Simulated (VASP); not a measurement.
Write the native input for VASP 6.6.1 that does the following.

```yaml
Task: single point
Functional: r2SCAN
Potentials_or_basis: VASP PAW PBE potentials, release 64 (Na_pv, F)
Cutoff: 520 eV
k_mesh: 8 × 8 × 8
Occupations: gaussian, width 0.01 eV
Spin: no spin polarisation
Dipole_correction: no
Further_INCAR_settings: ALGO = Normal; EDIFF = 1e-06; NBANDS = 14
```

The system is NaF.

```
CELL_PARAMETERS angstrom
0.02531 2.55657 2.55657
2.55657 0.02531 2.55657
2.55657 2.55657 0.02531
ATOMIC_POSITIONS crystal
Na 0.00111 0.00111 0.00111
F 0.24889 0.24889 0.24889
```

This cell differs from its parent crystal: strain along [111] +1.5%.

One way to write it, as run:

POSCAR

```
NaF
1.0
    0.0253126137      2.5565739816      2.5565739816
    2.5565739816      0.0253126137      2.5565739816
    2.5565739816      2.5565739816      0.0253126137
Na F
1 1
Direct
    0.0011103484      0.0011103484      0.0011103484
    0.2488896516      0.2488896516      0.2488896516
```

INCAR.step1

```
  PREC = Accurate
  ENCUT = 520
  ISMEAR = 0
  SIGMA = 0.01
  LREAL = F
  LASPH = T
  NELM = 100
  NBANDS = 14
  GGA = PE
  ALGO = Normal
  EDIFF = 1E-4
  LWAVE = T
  LCHARG = F
```

INCAR.step2

```
  PREC = Accurate
  ENCUT = 520
  EDIFF = 1E-6
  ISMEAR = 0
  SIGMA = 0.01
  LREAL = F
  LASPH = T
  NELM = 100
  ALGO = Normal
  ISIF = 2
  LWAVE = F
  LCHARG = T
  METAGGA = R2SCAN
  LMIXTAU = T
  LELF = T
  LVHAR = T
  NBANDS = 14
  ISTART = 1
```

KPOINTS

```
Automatic mesh
0
Gamma
  8 8 8
```

Potentials or basis: VASP PAW PBE potentials, release 64 (Na_pv, F).

Run with:

```sh
$ cat potpaw_PBE.64/Na_pv/POTCAR potpaw_PBE.64/F/POTCAR > POTCAR
$ cp INCAR.step1 INCAR
$ mpirun -np 1 vasp_std > vasp.out
$ cp INCAR.step2 INCAR
$ mpirun -np 1 vasp_std > vasp.out
```

It gave:

| Quantity | Value |
| --- | --- |
| Pressure | -0.9 GPa |
| Largest force | 0.007 eV/Å |
| Band gap on the k mesh | 6.21 eV, direct |

Caveat: the cell differs from its parent crystal (strain along [111] +1.5%); the PAW data sets were made with another functional, which shifts forces and pressure a little.

Wall time 69 s on 1 thread of Intel(R) Xeon(R) Platinum 8488C (Sapphire Rapids) (shared host), peak memory 0.17 GiB.
